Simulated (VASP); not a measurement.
# GaP (Pm-3m) in VASP: relaxation of cell and atoms with PBE

Aim: the relaxation of cell and atoms of GaP with PBE.

All numbers are computed with VASP 6.6.1; they aren't measurements. Logs are shortened: lines on timing, memory, paths and dates and some standing lists are left out, and cuts for length are marked.

## 1. The cell of the first run

Symmetry: Pm-3m, No. 221, cubic system. The conventional cell has a = 3.223 Å, b = 3.223 Å, c = 3.223 Å, α = 90.00°, β = 90.00°, γ = 90.00°. Ga (site symmetry m-3m) has 8 P at 2.79 Å and 6 Ga at 3.22 Å within 3.7 Å. Within 3.7 Å of P (site symmetry m-3m) lie 8 Ga at 2.79 Å and 6 P at 3.22 Å.

The cell was generated, and may not be a known phase.

## 2. Relaxation of cell and atoms, PBE

Contents of INCAR:

```
ALGO = Normal
EDIFF = 1E-7
EDIFFG = -0.01
ENCUT = 600
GGA = PE
IBRION = 2
ISIF = 3
ISMEAR = 0
LASPH = T
LCHARG = F
LREAL = F
LWAVE = F
NELM = 80
NSW = 100
PREC = Accurate
SIGMA = 0.1
```

Contents of KPOINTS:

```
k-points
0
Gamma
  18 18 18
```

Contents of POSCAR:

```
GaP
1.0
    3.2234413370      0.0000000000      0.0000000000
    0.0000000000      3.2234413370      0.0000000000
    0.0000000000      0.0000000000      3.2234413370
Ga P
1 1
Direct
    0.5000000000      0.5000000000      0.5000000000
    0.0000000000      0.0000000000      0.0000000000
```

Potentials or basis: VASP PAW PBE potentials, release 64 (Ga_d, P).

The run is started by

```
cat potpaw_PBE.64/Ga_d/POTCAR potpaw_PBE.64/P/POTCAR > POTCAR
mpirun -np 1 vasp_std > vasp.out
```

OUTCAR:

```text
EDIFF = 1E-7
   EDIFFG = -0.01
   ENCUT = 600
   GGA = PE
   IBRION = 2
   ISIF = 3
   ISMEAR = 0
   LASPH = T
   LREAL = F
   NELM = 80
   NSW = 100
   PREC = Accurate

 ion  position               nearest neighbor table
   1  0.500  0.500  0.500-   2 2.79   2 2.79   2 2.79   2 2.79   2 2.79   2 2.79   2 2.79   2 2.79

   2  0.000  0.000  0.000-   1 2.79   1 2.79   1 2.79   1 2.79   1 2.79   1 2.79   1 2.79   1 2.79

  LATTYP: Found a simple cubic cell.
 ALAT       =     3.2234413370

  Lattice vectors:

 A1 = (   3.2234413370,   0.0000000000,   0.0000000000)
 A2 = (   0.0000000000,   3.2234413370,   0.0000000000)
 A3 = (   0.0000000000,   0.0000000000,   3.2234413370)

Analysis of symmetry for initial positions (statically):
=====================================================================
 Subroutine PRICEL returns:
 Original cell was already a primitive cell.

 Routine SETGRP: Setting up the symmetry group for a
 simple cubic supercell.

 Subroutine GETGRP returns: Found 48 space group operations
 (whereof 48 operations were pure point group operations)
 out of a pool of 48 trial point group operations.

The static configuration has the point symmetry O_h .

Analysis of symmetry for dynamics (positions and initial velocities):
=====================================================================
 Subroutine PRICEL returns:
 Original cell was already a primitive cell.

 Routine SETGRP: Setting up the symmetry group for a
 simple cubic supercell.

 Subroutine GETGRP returns: Found 48 space group operations
 (whereof 48 operations were pure point group operations)
 out of a pool of 48 trial point group operations.

The dynamic configuration has the point symmetry O_h .

 Subroutine INISYM returns: Found 48 space group operations
 (whereof 48 operations are pure point group operations),
 and found     1 'primitive' translations

----------------------------------------------------------------------------------------

                                     Primitive cell

  volume of cell :      33.4934

  direct lattice vectors                    reciprocal lattice vectors
     3.223441337  0.000000000  0.000000000     0.310227454  0.000000000  0.000000000
     0.000000000  3.223441337  0.000000000     0.000000000  0.310227454  0.000000000
     0.000000000  0.000000000  3.223441337     0.000000000  0.000000000  0.310227454

  length of vectors
     3.223441337  3.223441337  3.223441337     0.310227454  0.310227454  0.310227454

  position of ions in fractional coordinates (direct lattice)
     0.500000000  0.500000000  0.500000000
     0.000000000  0.000000000  0.000000000

  ion indices of the primitive-cell ions
   primitive index   ion index
                 1           1
                 2           2

----------------------------------------------------------------------------------------

 KPOINTS: k-points

Automatic generation of k-mesh.
 Grid dimensions read from file:
 generate k-points for:   18   18   18

 Generating k-lattice:

  Cartesian coordinates                     Fractional coordinates (reciprocal lattice)
     0.017234859  0.000000000  0.000000000     0.055555556  0.000000000  0.000000000
     0.000000000  0.017234859  0.000000000     0.000000000  0.055555556  0.000000000
     0.000000000  0.000000000  0.017234859     0.000000000  0.000000000  0.055555556

  Length of vectors
     0.017234859  0.017234859  0.017234859

  Shift w.r.t. Gamma in fractional coordinates (k-lattice)
     0.000000000  0.000000000  0.000000000

 Subroutine IBZKPT returns following result:
 ===========================================

 Found    220 irreducible k-points:

 Following reciprocal coordinates:
            Coordinates               Weight
  0.000000  0.000000  0.000000      1.000000
[... 57 lines left out ...]
   ISMEAR =     0;   SIGMA  =   0.10  broadening in eV -4-tet -1-fermi 0-gaus
   EFERMI_NEDOS =   21; number of points for ismear=-14 and -15
   IALGO  =     38    algorithm
   IMIX   =      4    mixing-type and parameters
     AMIX     =   0.40;   BMIX     =  1.00
     AMIX_MAG =   1.60;   BMIX_MAG =  1.00
  volume/ion in A,a.u.               =      16.75       113.01
  Fermi-wavevector in a.u.,A,eV,Ry     =   1.331004  2.515232 24.103681  1.771571
  Thomas-Fermi vector in A             =   2.460048
   LORBIT       =      0    0 simple, 1 ext, 2 COOP (PROOUT), +10 PAW based schemes
   GGA     = PE    functional components
   LHFCALC =     F    Hartree Fock is set to
   AEXX    =    0.0000 exact exchange contribution
   IVDW    =     0    specifies the selected vdW correction
   LEPSILON=     F    determine dielectric tensor
   LRPA    =     F    only Hartree local field effects (RPA)
 conjugate gradient relaxation of ions
 non-spin polarized calculation
 Gauss-broadening in eV      SIGMA  =   0.10
  energy-cutoff  :      600.00
  volume of cell :       33.49
 maximum number of plane-waves:      1141
 NGX is ok and might be reduce to    28
   NGX = 13   NGY = 13   NGZ = 13

--------------------------------------- Ionic step        1  -------------------------------------------

 number of electron      17.9999999 magnetization

 Free energy of the ion-electron system (eV)
  ---------------------------------------------------
  ext. energy  EPLUGINS =         0.00000000
  ---------------------------------------------------
  free energy    TOTEN  =        -7.62466398 eV

  energy without entropy =       -7.61994588  energy(sigma->0) =       -7.62230493

------------------------ aborting loop because EDIFF is reached ----------------------------------------

  FORCE on cell =-STRESS in cart. coord.  units (eV):
  Direction    XX          YY          ZZ          XY          YZ          ZX
  --------------------------------------------------------------------------------------
  -------------------------------------------------------------------------------------
  Total       -0.0865632     -0.0865632     -0.0865632     -0.0000000      0.0000000      0.0000000
  in kB       -4.1408032     -4.1408032     -4.1408032     -0.0000000      0.0000000      0.0000000
  external PRESSURE =      -4.1408032 kB  Pullay stress =       0.0000000 kB

 VOLUME and BASIS-vectors are now :
 -----------------------------------------------------------------------------
  energy-cutoff  :      600.00
  volume of cell :       33.49
      direct lattice vectors                 reciprocal lattice vectors
     3.223441337  0.000000000  0.000000000     0.310227454  0.000000000  0.000000000
     0.000000000  3.223441337  0.000000000     0.000000000  0.310227454  0.000000000
     0.000000000  0.000000000  3.223441337     0.000000000  0.000000000  0.310227454

 POSITION                                       TOTAL-FORCE (eV/Angst)
 -----------------------------------------------------------------------------------
      1.61172      1.61172      1.61172         0.000000      0.000000      0.000000
      0.00000      0.00000      0.00000         0.000000      0.000000      0.000000
 -----------------------------------------------------------------------------------
    total drift:                                0.000000      0.000000      0.000000

  FREE ENERGIE OF THE ION-ELECTRON SYSTEM (eV)
  ---------------------------------------------------
  free  energy   TOTEN  =        -7.6246639828 eV

  energy  without entropy=       -7.6199458780  energy(sigma->0) =       -7.62230493

--------------------------------------- Ionic step        2  -------------------------------------------

 number of electron      18.0000002 magnetization

 Free energy of the ion-electron system (eV)
  ---------------------------------------------------
  ext. energy  EPLUGINS =         0.00000000
  ---------------------------------------------------
  free energy    TOTEN  =        -7.62492448 eV

  energy without entropy =       -7.62027199  energy(sigma->0) =       -7.62259824

 E-fermi :   7.1545     XC(G=0): -11.2571

 val. band max:        7.1440446109   @ k =   0.4444   0.3889   0.3889
 cond. band min:       7.1557076088   @ k =   0.3889   0.2778   0.2222
 fundamental gap:      0.0116629978
 Fermi energy:         7.1545356386

 k-point     1 :       0.0000    0.0000    0.0000
  band No.  band energies     occupation
      1      -7.6664      2.00000
      2      -7.6664      2.00000
      3      -7.5243      2.00000
      4      -7.5243      2.00000
      5      -7.5243      2.00000
      6      -6.4914      2.00000
      7       6.0557      2.00000
      8       6.3850      2.00000
      9       6.3850      2.00000
     10       6.3850      2.00000
     11      11.5919      0.00000
     12      11.5919      0.00000
     13      17.7364      0.00000
[... 354 lines left out ...]
  band No.  band energies     occupation
      1      -7.6458      2.00000
      2      -7.5878      2.00000
      3      -7.5785      2.00000
      4      -7.5659      2.00000
      5      -7.5256      2.00000
      6      -4.9324      2.00000
      7       0.3411      2.00000
      8       6.0012      2.00000
      9       7.7402      0.00000
     10       9.8535      0.00000
     11      11.4124      0.00000
     12      13.5330      0.00000
     13      13.7788      0.00000

 [... further k-points ...]

------------------------ aborting loop because EDIFF is reached ----------------------------------------

  FORCE on cell =-STRESS in cart. coord.  units (eV):
  Direction    XX          YY          ZZ          XY          YZ          ZX
  --------------------------------------------------------------------------------------
  -------------------------------------------------------------------------------------
  Total        0.0034771      0.0034771      0.0034771      0.0000000      0.0000000      0.0000000
  in kB        0.1673772      0.1673772      0.1673772      0.0000000      0.0000000      0.0000000
  external PRESSURE =       0.1673772 kB  Pullay stress =       0.0000000 kB

 VOLUME and BASIS-vectors are now :
 -----------------------------------------------------------------------------
  energy-cutoff  :      600.00
  volume of cell :       33.28
      direct lattice vectors                 reciprocal lattice vectors
     3.216710729  0.000000000  0.000000000     0.310876571  0.000000000 -0.000000000
    -0.000000000  3.216710729 -0.000000000    -0.000000000  0.310876571 -0.000000000
     0.000000000  0.000000000  3.216710729    -0.000000000  0.000000000  0.310876571

 POSITION                                       TOTAL-FORCE (eV/Angst)
 -----------------------------------------------------------------------------------
      1.60836      1.60836      1.60836        -0.000000      0.000000     -0.000000
      0.00000      0.00000      0.00000         0.000000     -0.000000      0.000000
 -----------------------------------------------------------------------------------
    total drift:                                0.000000      0.000000      0.000000

  FREE ENERGIE OF THE ION-ELECTRON SYSTEM (eV)
  ---------------------------------------------------
  free  energy   TOTEN  =        -7.6249244842 eV

  energy  without entropy=       -7.6202719888  energy(sigma->0) =       -7.62259824

 reached required accuracy - stopping structural energy minimisation
```

It took 2.3 min on 1 thread of AMD EPYC 7R13, shared host; peak memory 0.23 GiB.

What came out:

```yaml
Free_energy: -7.6249 eV
Relaxed_volume: 16.64 Å³/atom
Relaxed_cell: a = 3.217 Å, b = 3.217 Å, c = 3.217 Å, α = 90.00°, β = 90.00°, γ = 90.00°
Space_group_after_relaxing_to_0.1_Å: Pm-3m (No. 221)
Energy_gained_by_relaxing: 0.1 meV/atom
Ionic_steps: 2
Pressure_after_relaxing: 0.0 GPa
```

Step by step:
```
step  energy change (eV)  largest force (eV/Å)  pressure (GPa)  volume (Å³)
   1              0.0000                0.0000           -0.41        33.49
   2             -0.0003                0.0000            0.02        33.28
```

Final structure:
```cif
data_structure
_symmetry_space_group_name_H-M 'P 1'
_symmetry_Int_Tables_number 1
_cell_length_a 3.2167
_cell_length_b 3.2167
_cell_length_c 3.2167
_cell_angle_alpha 90.000
_cell_angle_beta 90.000
_cell_angle_gamma 90.000
_cell_volume 33.28
loop_
_atom_site_label
_atom_site_type_symbol
_atom_site_fract_x
_atom_site_fract_y
_atom_site_fract_z
_atom_site_occupancy
Ga1 Ga 0.50000 0.50000 0.50000 1
P1 P 0.00000 0.00000 0.00000 1
```

Levels at points of the mesh, in eV from the Fermi level:
| k point | band 6 | band 7 | band 8 | band 9 | band 10 | band 11 | band 12 | band 13 |
| --- | --- | --- | --- | --- | --- | --- | --- | --- |
| (0.00, 0.00, 0.00) | -13.65 | -1.10 | -0.77 | -0.77 | -0.77 | 4.44 | 4.44 | 10.58 |
| (0.50, 0.00, 0.00) | -11.28 | -8.64 | 1.18 | 1.18 | 3.46 | 3.85 | 4.94 | 4.94 |
| (0.50, 0.50, 0.00) | -9.13 | -5.56 | -5.56 | -4.69 | 2.02 | 7.58 | 7.58 | 8.20 |
| (0.50, 0.50, 0.50) | -7.92 | -2.82 | -2.82 | -2.82 | -1.51 | -0.68 | -0.68 | -0.68 |

Caveat: the highest band is partly filled, so the run has too few bands.
